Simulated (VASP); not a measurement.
# InSb (I-4m2) in VASP: a series of runs

Runs on InSb. Level: PBEsol. Tasks: single point.

Everything below comes from runs of VASP 6.6.1. Logs are shortened: lines on timing, memory, paths and dates and some standing lists are left out, and cuts for length are marked.

### 1 The cell of the first run

Symmetry: I-4m2, No. 119, tetragonal system. Conventional cell: a = 4.518 Å, b = 4.518 Å, c = 6.520 Å, α = 90.00°, β = 90.00°, γ = 90.00°. Within 3.7 Å of In (site symmetry -4m2) lie 4 Sb at 2.79 Å. Within 3.7 Å of Sb (site symmetry -4m2) lie 4 In at 2.79 Å.

### 2 Single point, PBEsol (strain -0.0200 x Voigt [1, 1, 0, 0, 0, 0])

INCAR

```
  PREC = Accurate
  ENCUT = 520
  EDIFF = 1E-6
  ISMEAR = 0
  SIGMA = 0.15
  LREAL = False
  LASPH = True
  NELM = 60
  ALGO = Normal
  ISIF = 2
  LWAVE = False
  LCHARG = False
  GGA = PS
  NBANDS = 16
```

KPOINTS

```
Automatic mesh
0
Gamma
  16 16 16
```

POSCAR

```
InSb
1.0
    0.0000000000      3.1947304841      3.2599290654
    3.1947304841      0.0000000000      3.2599290654
    3.1947304841      3.1947304841      0.0000000000
In Sb
1 1
Direct
    0.0000000000      0.0000000000      0.0000000000
    0.7500000000      0.7500000000      0.7500000000
```

Potentials or basis: VASP PAW PBE potentials, release 64 (In_d, Sb).

Launch:

```
$ cat potpaw_PBE.64/In_d/POTCAR potpaw_PBE.64/Sb/POTCAR > POTCAR
$ mpirun -np 1 vasp_std > vasp.out
```

OUTCAR:

```text
PREC = Accurate
   ENCUT = 520
   EDIFF = 1E-6
   ISMEAR = 0
   LREAL = False
   LASPH = True
   NELM = 60
   ISIF = 2
   GGA = PS

 ion  position               nearest neighbor table
   1  0.000  0.000  0.000-   2 2.79   2 2.79   2 2.79   2 2.79
   2  0.750  0.750  0.750-   1 2.79   1 2.79   1 2.79   1 2.79

  LATTYP: Found a body centered tetragonal cell.
 ALAT       =     4.5180311787
 C/A-ratio  =     1.4430750636

  Lattice vectors:

 A1 = (  -3.1947304841,   0.0000000000,   3.2599290654)
 A2 = (   3.1947304841,   0.0000000000,   3.2599290654)
 A3 = (   0.0000000000,   3.1947304841,  -3.2599290654)

Analysis of symmetry for initial positions (statically):
=====================================================================
 Subroutine PRICEL returns:
 Original cell was already a primitive cell.

 Routine SETGRP: Setting up the symmetry group for a
 body centered tetragonal supercell.

 Subroutine GETGRP returns: Found  8 space group operations
 (whereof  8 operations were pure point group operations)
 out of a pool of 16 trial point group operations.

The static configuration has the point symmetry D_2d.

Analysis of symmetry for dynamics (positions and initial velocities):
=====================================================================
 Subroutine PRICEL returns:
 Original cell was already a primitive cell.

 Routine SETGRP: Setting up the symmetry group for a
 body centered tetragonal supercell.

 Subroutine GETGRP returns: Found  8 space group operations
 (whereof  8 operations were pure point group operations)
 out of a pool of 16 trial point group operations.

The dynamic configuration has the point symmetry D_2d.

 Subroutine INISYM returns: Found  8 space group operations
 (whereof  8 operations are pure point group operations),
 and found     1 'primitive' translations

----------------------------------------------------------------------------------------

                                     Primitive cell

  volume of cell :      66.5436

  direct lattice vectors                    reciprocal lattice vectors
     0.000000000  3.194730484  3.259929065    -0.156507725  0.156507725  0.153377570
     3.194730484  0.000000000  3.259929065     0.156507725 -0.156507725  0.153377570
     3.194730484  3.194730484  0.000000000     0.156507725  0.156507725 -0.153377570

  length of vectors
     4.564366372  4.564366372  4.518031179     0.269284264  0.269284264  0.269284264

  position of ions in fractional coordinates (direct lattice)
     0.000000000  0.000000000  0.000000000
     0.750000000  0.750000000  0.750000000

  ion indices of the primitive-cell ions
   primitive index   ion index
                 1           1
                 2           2

----------------------------------------------------------------------------------------

 KPOINTS: Automatic mesh

Automatic generation of k-mesh.
 Grid dimensions read from file:
 generate k-points for:   16   16   16

 Generating k-lattice:

  Cartesian coordinates                     Fractional coordinates (reciprocal lattice)
    -0.009781733  0.009781733  0.009586098     0.062500000  0.000000000  0.000000000
     0.009781733 -0.009781733  0.009586098     0.000000000  0.062500000  0.000000000
     0.009781733  0.009781733 -0.009586098     0.000000000  0.000000000  0.062500000

  Length of vectors
     0.016830267  0.016830267  0.016830267

  Shift w.r.t. Gamma in fractional coordinates (k-lattice)
     0.000000000  0.000000000  0.000000000

 Subroutine IBZKPT returns following result:
 ===========================================

 Found    349 irreducible k-points:

 Following reciprocal coordinates:
            Coordinates               Weight
  0.000000  0.000000  0.000000      1.000000
  0.062500 -0.000000  0.000000      8.000000
  0.125000 -0.000000  0.000000      8.000000
  0.187500 -0.000000  0.000000      8.000000
  0.250000 -0.000000  0.000000      8.000000
  0.312500 -0.000000  0.000000      8.000000
[... 16 lines left out ...]
 -0.125000  0.062500  0.000000      8.000000
 -0.062500  0.062500  0.000000      4.000000
 [... further k-points ...]
   k-points           NKPTS =    349   k-points in BZ     NKDIM =    349   number of bands    NBANDS=     16
   number of dos      NEDOS =    301   number of ions     NIONS =      2
   total plane-waves  NPLWV =  46656
   dimension x,y,z NGX =    36 NGY =   36 NGZ =   36
   dimension x,y,z NGXF=    72 NGYF=   72 NGZF=   72
   ions per type =               1   1
   NGX,Y,Z   is equivalent  to a cutoff of  13.11, 13.11, 13.25 a.u.
   NGXF,Y,Z  is equivalent  to a cutoff of  26.22, 26.22, 26.49 a.u.
 SYSTEM =  unknown system
   PREC   = accura    normal or accurate (medium, high low for compatibility)
   ISTART =      0    job   : 0-new  1-cont  2-samecut
   ICHARG =      2    charge: 1-file 2-atom 10-const
   ISPIN  =      1    spin polarized calculation?
   LNONCOLLINEAR =      F non collinear calculations
   LSORBIT =      F    spin-orbit coupling
   LASPH  =      T    aspherical Exc in radial PAW
   ENCUT  =  520.0 eV  38.22 Ry    6.18 a.u.   8.49  8.49  8.40*2*pi/ulx,y,z
   NELM   =     60;   NELMIN=  2; NELMDL= -5     # of ELM steps
   EDIFF  = 0.1E-05   stopping-criterion for ELM
   LREAL  =      F    real-space projection
   EDIFFG = 0.1E-04   stopping-criterion for IOM
   NSW    =      0    number of steps for IOM
   IBRION =     -1    ionic relax: 0-MD 1-quasi-New 2-CG
   NFREE  =      0    steps in history (QN), initial steepest desc. (CG)
   ISIF   =      2    stress and relaxation
   ISYM   =      2    0-nonsym 1-usesym 2-fastsym
   POTIM  = 0.5000    time-step for ionic-motion
   TEBEG  =    0.0;   TEEND  =   0.0 temperature during run
   PSTRESS=    0.0 pullay stress
   NELECT =      18.0000    total number of electrons
   NUPDOWN=      -1.0000    fix difference up-down
   EMIN   =  10.00;   EMAX   =-10.00  energy-range for DOS
   EFERMI =   0.00;   METHOD = LEGACY
   ISMEAR =     0;   SIGMA  =   0.15  broadening in eV -4-tet -1-fermi 0-gaus
   EFERMI_NEDOS =   21; number of points for ismear=-14 and -15
   IALGO  =     38    algorithm
   IMIX   =      4    mixing-type and parameters
     AMIX     =   0.40;   BMIX     =  1.00
     AMIX_MAG =   1.60;   BMIX_MAG =  1.00
  volume/ion in A,a.u.               =      33.27       224.53
  Fermi-wavevector in a.u.,A,eV,Ry     =   1.058758  2.000763 15.251709  1.120969
  Thomas-Fermi vector in A             =   2.194079
   LORBIT       =      0    0 simple, 1 ext, 2 COOP (PROOUT), +10 PAW based schemes
   GGA     = PS    functional components
   LHFCALC =     F    Hartree Fock is set to
   AEXX    =    0.0000 exact exchange contribution
   IVDW    =     0    specifies the selected vdW correction
   LEPSILON=     F    determine dielectric tensor
   LRPA    =     F    only Hartree local field effects (RPA)
 non-spin polarized calculation
 Gauss-broadening in eV      SIGMA  =   0.15
  energy-cutoff  :      520.00
  volume of cell :       66.54
 maximum number of plane-waves:      1828
 NGX is ok and might be reduce to    36
   NGX = 17   NGY = 17   NGZ = 17

 number of electron      17.9999998 magnetization

 Free energy of the ion-electron system (eV)
  ---------------------------------------------------
  ext. energy  EPLUGINS =         0.00000000
  ---------------------------------------------------
  free energy    TOTEN  =        -7.68349222 eV

  energy without entropy =       -7.68337930  energy(sigma->0) =       -7.68343576

 E-fermi :   5.3500     XC(G=0):  -8.9621

 val. band max:        5.2276525471   @ k =   0.0000   0.0000   0.0000
 cond. band min:       5.6962767514   @ k =   0.5000  -0.0000   0.0000
 fundamental gap:      0.4686242043
 Fermi energy:         5.3499578665

 k-point     1 :       0.0000    0.0000    0.0000
  band No.  band energies     occupation
      1      -9.4001      2.00000
      2      -9.3961      2.00000
      3      -9.3961      2.00000
      4      -9.3056      2.00000
      5      -9.3036      2.00000
      6      -5.6965      2.00000
[... 8 lines left out ...]
     15      13.3551      0.00000
     16      13.6805      0.00000

 k-point     2 :       0.0625   -0.0000    0.0000
  band No.  band energies     occupation
      1      -9.4007      2.00000
      2      -9.3967      2.00000
      3      -9.3952      2.00000
      4      -9.3057      2.00000
      5      -9.3037      2.00000
      6      -5.6594      2.00000
[... 8 lines left out ...]
     15      12.9467      0.00000
     16      13.2206      0.00000

 k-point     3 :       0.1250   -0.0000    0.0000
  band No.  band energies     occupation
      1      -9.4058      2.00000
      2      -9.3949      2.00000
      3      -9.3926      2.00000
      4      -9.3060      2.00000
      5      -9.3038      2.00000
      6      -5.5495      2.00000
[... 8 lines left out ...]
     15      12.5509      0.00000
     16      12.7680      0.00000

 k-point     4 :       0.1875   -0.0000    0.0000
  band No.  band energies     occupation
      1      -9.4145      2.00000
      2      -9.3913      2.00000
      3      -9.3888      2.00000
      4      -9.3062      2.00000
      5      -9.3037      2.00000
      6      -5.3717      2.00000
[... 8 lines left out ...]
     15      12.3777      0.00000
     16      12.5069      0.00000
[... 324 lines left out ...]
 k-point    22 :      -0.1875    0.0625    0.0000
  band No.  band energies     occupation
      1      -9.4195      2.00000
      2      -9.3881      2.00000
      3      -9.3877      2.00000
      4      -9.3076      2.00000
      5      -9.3027      2.00000
      6      -5.2648      2.00000
[... 8 lines left out ...]
     15      12.1403      0.00000
     16      12.8178      0.00000

 k-point    23 :      -0.1250    0.0625    0.0000
  band No.  band energies     occupation
      1      -9.4099      2.00000
      2      -9.3925      2.00000
      3      -9.3915      2.00000
      4      -9.3070      2.00000
      5      -9.3030      2.00000
      6      -5.4632      2.00000
[... 8 lines left out ...]
     15      12.2908      0.00000
     16      12.6994      0.00000

 k-point    24 :      -0.0625    0.0625    0.0000
  band No.  band energies     occupation
      1      -9.4023      2.00000
      2      -9.3965      2.00000
      3      -9.3941      2.00000
      4      -9.3063      2.00000
      5      -9.3033      2.00000
      6      -5.5969      2.00000
[... 8 lines left out ...]
     15      12.6808      0.00000
     16      12.9449      0.00000

 [... further k-points ...]

------------------------ aborting loop because EDIFF is reached ----------------------------------------

  FORCE on cell =-STRESS in cart. coord.  units (eV):
  Direction    XX          YY          ZZ          XY          YZ          ZX
  --------------------------------------------------------------------------------------
  -------------------------------------------------------------------------------------
  Total        0.8661929      0.8661929      0.6278098      0.0000000      0.0000000     -0.0000000
  in kB       20.8554042     20.8554042     15.1158338      0.0000000      0.0000000     -0.0000000
  external PRESSURE =      18.9422141 kB  Pullay stress =       0.0000000 kB

 VOLUME and BASIS-vectors are now :
 -----------------------------------------------------------------------------
  energy-cutoff  :      520.00
  volume of cell :       66.54
      direct lattice vectors                 reciprocal lattice vectors
     0.000000000  3.194730484  3.259929065    -0.156507725  0.156507725  0.153377570
     3.194730484  0.000000000  3.259929065     0.156507725 -0.156507725  0.153377570
     3.194730484  3.194730484  0.000000000     0.156507725  0.156507725 -0.153377570

 POSITION                                       TOTAL-FORCE (eV/Angst)
 -----------------------------------------------------------------------------------
      0.00000      0.00000      0.00000        -0.000000     -0.000000      0.000000
      4.79210      4.79210      4.88989         0.000000      0.000000     -0.000000
 -----------------------------------------------------------------------------------
    total drift:                               -0.000000     -0.000000      0.000001

  FREE ENERGIE OF THE ION-ELECTRON SYSTEM (eV)
  ---------------------------------------------------
  free  energy   TOTEN  =        -7.6834922155 eV

  energy  without entropy=       -7.6833793012  energy(sigma->0) =       -7.68343576
```

It took 2 min on 1 thread of Intel Xeon 6975P-C (Granite Rapids), shared host; peak memory 0.51 GiB.

Results:

```
Free energy            : -7.6835 eV
Pressure               : 1.9 GPa
Band gap on the k mesh : zero (filled and empty bands touch)
```

Stress tensor (GPa, compression positive):
```
2.09 0.00 0.00
0.00 2.09 0.00
0.00 0.00 1.51
```

Caveat: the cell differs from its parent crystal (strain -0.0200 x Voigt [1, 1, 0, 0, 0, 0]); semilocal functionals underestimate gaps, and a narrow one can read as zero; the PAW data sets were made with another functional, which shifts forces and pressure a little; spin-orbit coupling is left out, which moves the levels of the heavy elements.

### 3 Single point, PBEsol (strain -0.0100 x Voigt [1, 1, 0, 0, 0, 0])

INCAR

```
SYSTEM = InSb
PREC = Accurate ; ENCUT = 520
EDIFF = 1E-6 ; ISMEAR = 0
SIGMA = 0.15 ; LREAL = .False.
LASPH = .True. ; NELM = 80
ALGO = Normal ; ISIF = 2
LWAVE = .False. ; LCHARG = .False.
GGA = PS ; NBANDS = 16
```

KPOINTS

```
regular mesh
0
Gamma
  16 16 16
  0 0 0
```

POSCAR

```
InSb
1.0
    0.0000000000      3.2273297747      3.2599290654
    3.2273297747      0.0000000000      3.2599290654
    3.2273297747      3.2273297747      0.0000000000
In Sb
1 1
Direct
    0.0000000000      0.0000000000      0.0000000000
    0.7500000000      0.7500000000      0.7500000000
```

Potentials or basis: VASP PAW PBE potentials, release 64 (In_d, Sb).

Launch:

```
$ cat potpaw_PBE.64/In_d/POTCAR potpaw_PBE.64/Sb/POTCAR > POTCAR
$ mpirun -np 1 vasp_std > vasp.out
```

Run time: 2.1 min. Hardware: 1 thread of Intel Xeon 6975P-C (Granite Rapids), shared host; peak memory 0.51 GiB.

It converged, with:

* Free energy: -7.6968 eV
* Pressure: 0.9 GPa
* Band gap on the k mesh: zero (filled and empty bands touch)

Stress tensor (GPa, compression positive):
```
0.99 0.00 0.00
0.00 0.99 0.00
0.00 0.00 0.71
```

Levels at points of the mesh, in eV from the Fermi level:
```tsv
k point	band 7	band 8	band 9	band 10	band 11	band 12
(0.00, 0.00, 0.00)	-0.40	-0.18	-0.13	-0.13	2.77	2.77
(0.50, 0.00, 0.00)	-5.81	-1.20	-1.13	0.32	3.60	3.65
(0.50, 0.50, 0.00)	-6.14	-2.40	-2.40	1.14	1.16	7.98
(0.50, 0.00, 0.50)	-6.09	-2.45	-2.45	1.09	1.09	7.96
```

Caveat: the cell differs from its parent crystal (strain -0.0100 x Voigt [1, 1, 0, 0, 0, 0]); semilocal functionals underestimate gaps, and a narrow one can read as zero; the PAW data sets were made with another functional, which shifts forces and pressure a little; spin-orbit coupling is left out, which moves the levels of the heavy elements.

### 4 Single point, PBEsol (strain +0.0050 x Voigt [1, 1, 0, 0, 0, 0])

INCAR

```
SYSTEM = InSb
PREC     = Accurate       ! precision mode
ENCUT    = 520            ! plane-wave cutoff, eV
EDIFF    = 1E-7           ! SCF threshold, eV
ISMEAR   = 0              ! smearing method
SIGMA    = 0.15           ! smearing width, eV
LREAL    = .FALSE.        ! projectors in reciprocal space
LASPH    = .TRUE.         ! aspherical terms in the spheres
NELM     = 80             ! most SCF steps
ALGO     = Normal         ! electronic algorithm
ISIF     = 2              ! what is computed and relaxed
LWAVE    = .FALSE.        ! write WAVECAR
LCHARG   = .FALSE.        ! write CHGCAR
GGA      = PS             ! functional
NBANDS   = 16             ! bands
```

KPOINTS

```
regular mesh
0
G
  16 16 16
  0 0 0
```

POSCAR

```
InSb
1.0
    0.0000000000      3.2762287107      3.2599290654
    3.2762287107      0.0000000000      3.2599290654
    3.2762287107      3.2762287107      0.0000000000
In Sb
1 1
Direct
    0.0000000000      0.0000000000      0.0000000000
    0.7500000000      0.7500000000      0.7500000000
```

Launch:

```
$ cat potpaw_PBE.64/In_d/POTCAR potpaw_PBE.64/Sb/POTCAR > POTCAR
$ mpirun -np 1 vasp_std > vasp.out
```

Wall time 2.5 min (1 thread of Intel Xeon 6975P-C (Granite Rapids), shared host); peak memory 0.53 GiB.

Results (log left out):

* Free energy: -7.7003 eV
* Pressure: -0.4 GPa
* Band gap on the k mesh: 0.02 eV

Stress tensor (GPa, compression positive):
```
-0.47  0.00  0.00
 0.00 -0.47  0.00
 0.00  0.00 -0.33
```

Levels at points of the mesh, in eV from the valence-band top:
| k point | band 5 | band 6 | band 7 | band 8 | band 9 | band 10 | band 11 | band 12 | band 13 | band 14 |
| --- | --- | --- | --- | --- | --- | --- | --- | --- | --- | --- |
| (0.00, 0.00, 0.00) | -14.39 | -10.56 | -0.42 | 0.00 | 0.00 | 0.02 | 2.94 | 2.95 | 2.95 | 5.55 |
| (0.50, 0.00, 0.00) | -14.39 | -9.26 | -5.52 | -0.98 | -0.95 | 0.43 | 3.77 | 3.79 | 5.98 | 8.02 |
| (0.50, 0.50, 0.00) | -14.38 | -8.67 | -5.80 | -2.19 | -2.19 | 1.26 | 1.30 | 7.96 | 7.96 | 8.55 |
| (0.50, 0.00, 0.50) | -14.38 | -8.69 | -5.83 | -2.17 | -2.17 | 1.30 | 1.32 | 7.95 | 7.97 | 8.52 |

Caveat: the cell differs from its parent crystal (strain +0.0050 x Voigt [1, 1, 0, 0, 0, 0]); the smearing spreads over this small gap; semilocal functionals underestimate gaps, and a narrow one can read as zero; the PAW data sets were made with another functional, which shifts forces and pressure a little; spin-orbit coupling is left out, which moves the levels of the heavy elements. A k mesh can miss the band edges.

### 5 Single point, PBEsol (strain +0.0150 x Voigt [1, 1, 0, 0, 0, 0])

INCAR

```
PREC = Accurate
ENCUT = 520
EDIFF = 1E-6
ISMEAR = 0
SIGMA = 0.15
LREAL = F
LASPH = T
NELM = 60
ALGO = Normal
ISIF = 2
LWAVE = F
LCHARG = F
GGA = PS
NBANDS = 16
```

KPOINTS

```
regular mesh
0
Gamma
  16 16 16
```

POSCAR

```
InSb
1.0
    0.0000000000      3.3088280014      3.2599290654
    3.3088280014      0.0000000000      3.2599290654
    3.3088280014      3.3088280014      0.0000000000
In Sb
1 1
Direct
    0.0000000000      0.0000000000      0.0000000000
    0.7500000000      0.7500000000      0.7500000000
```

Launch:

```
$ cat potpaw_PBE.64/In_d/POTCAR potpaw_PBE.64/Sb/POTCAR > POTCAR
$ mpirun -np 1 vasp_std > vasp.out
```

Wall time 2.4 min (1 thread of Intel Xeon 6975P-C (Granite Rapids), shared host); peak memory 0.53 GiB.

The run converged. Its results:

```yaml
Free_energy: -7.6927 eV
Pressure: -1.2 GPa
Band_gap_on_the_k_mesh: 0.07 eV
```

Stress tensor (GPa, compression positive):
```
-1.33  0.00  0.00
 0.00 -1.33  0.00
 0.00  0.00 -0.92
```

Levels at points of the mesh, in eV from the valence-band top:
```
           k point  band 7  band 8  band 9  band 10  band 11  band 12
(0.00, 0.00, 0.00)   -0.51    0.00    0.00     0.07     2.94     2.97
(0.50, 0.00, 0.00)   -5.41   -0.96   -0.87     0.41     3.76     3.83
(0.50, 0.50, 0.00)   -5.68   -2.15   -2.15     1.24     1.32     7.87
(0.50, 0.00, 0.50)   -5.74   -2.08   -2.07     1.35     1.39     7.82
```

Caveat: the cell differs from its parent crystal (strain +0.0150 x Voigt [1, 1, 0, 0, 0, 0]); the smearing spreads over this small gap; semilocal functionals underestimate gaps, and a narrow one can read as zero; the PAW data sets were made with another functional, which shifts forces and pressure a little; spin-orbit coupling is left out, which moves the levels of the heavy elements.

### 6 Summary

```csv
cell,gap on the mesh (eV),pressure (GPa)
"a = 4.564, b = 4.564, c = 4.518 Å, angles 60.3, 60.3, 59.3°, 2 atoms",none,1.9
"a = 4.587, b = 4.587, c = 4.564 Å, angles 60.2, 60.2, 59.7°, 2 atoms",none,0.9
"a = 4.622, b = 4.622, c = 4.633 Å, angles 59.9, 59.9, 60.2°, 2 atoms",0.02,-0.4
"a = 4.645, b = 4.645, c = 4.679 Å, angles 59.8, 59.8, 60.5°, 2 atoms",0.07,-1.2
```

Alike in all rows: task single point; level PBEsol; potentials or basis VASP PAW PBE potentials, release 64 (In_d, Sb); no spin polarisation; k mesh 16 × 16 × 16; cutoff (eV) 520; smearing gaussian 0.15 eV.

Caveats: semilocal functionals underestimate gaps, and a narrow one can read as zero; the PAW data sets were made with another functional, which shifts forces and pressure a little; spin-orbit coupling is left out, which moves the levels of the heavy elements; the smearing spreads over this small gap (at least some runs).

Absolute energies hang on the potentials; compare differences alone.

The gap in the log of VASP goes by the Fermi energy; the results here count the filled bands.